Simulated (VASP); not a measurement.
Crystal: SnSe.

```
Sn Se
1.0
     0.00000   -3.01000   -3.01000
     3.01000    0.00000   -3.01000
     3.01000   -3.01000    0.00000
Sn Se
1 1
Direct
  0.50000 0.50000 0.50000
  0.00000 0.00000 0.00000
```

```yaml
Program: VASP 6.6.1
Task: relaxation of cell and atoms
Functional: PBEsol
Potentials_or_basis: VASP PAW PBE potentials, release 64 (Sn_d, Se)
Cutoff: 600 eV
k_mesh: 8 × 8 × 8
Occupations: gaussian, width 0.02 eV
Spin: no spin polarisation
```

At the start: pressure -1.9 GPa; volume 27.27 Å³/atom.

Where does the relaxation end?

Over 3 steps the energy falls by 5.9 meV/atom and the volume is 26.30 Å³/atom (-3.6 %); space group Fm-3m (No. 225, to 0.05 Å).

Step by step:
```
step  energy change (eV)  largest force (eV/Å)  pressure (GPa)  volume (Å³)
   1              0.0000                0.0000           -1.90        54.54
   2             -0.0108                0.0000            0.62        52.03
   3             -0.0119                0.0000            0.01        52.60
```

Final structure:
```
Sn Se
1.0
     0.00000   -2.97375   -2.97375
     2.97375    0.00000   -2.97375
     2.97375   -2.97375    0.00000
Sn Se
1 1
Direct
  0.50000 0.50000 0.50000
  0.00000 0.00000 0.00000
```

Caveat: the PAW data sets were made with another functional, which shifts forces and pressure a little.
